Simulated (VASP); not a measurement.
TiC, 2 atoms in the cell. It takes space group Fm-3m (No. 225, cubic). The conventional cell has a = 4.261 Å, b = 4.261 Å, c = 4.261 Å, α = 90.00°, β = 90.00°, γ = 90.00°. Within 2.8 Å of Ti (site symmetry m-3m) lie 6 C at 2.13 Å. Within 2.8 Å of C (site symmetry m-3m) lie 6 Ti at 2.13 Å. 

```yaml
Program: VASP 6.6.1
Task: single point
Functional: LDA
Potentials_or_basis: VASP PAW LDA potentials, release 64 (Ti_sv, C)
Cutoff: 520 eV
k_mesh: 8 × 8 × 8
Occupations: gaussian, width 0.1 eV
Spin: no spin polarisation
Dipole_correction: no
Further_INCAR_settings: ALGO = Normal; EDIFF = 1e-06; NBANDS = 15
```

Potentials or basis: VASP PAW LDA potentials, release 64 (Ti_sv, C).

Command:

```bash
$ cat potpaw_LDA.64/Ti_sv/POTCAR potpaw_LDA.64/C/POTCAR > POTCAR
$ mpirun -np 1 vasp_std > vasp.out
```

Hardware: 1 thread of Intel(R) Xeon(R) Platinum 8259CL CPU @ 2.50GHz (Skylake/Cascade Lake), with other jobs on the host.

Q: How long does it take, and how much memory?

A: It took 7.6 s on 1 thread of Intel(R) Xeon(R) Platinum 8259CL CPU @ 2.50GHz (Skylake/Cascade Lake), on a shared host, peak memory 0.13 GiB. Counts: scf iterations 14, k points 29.
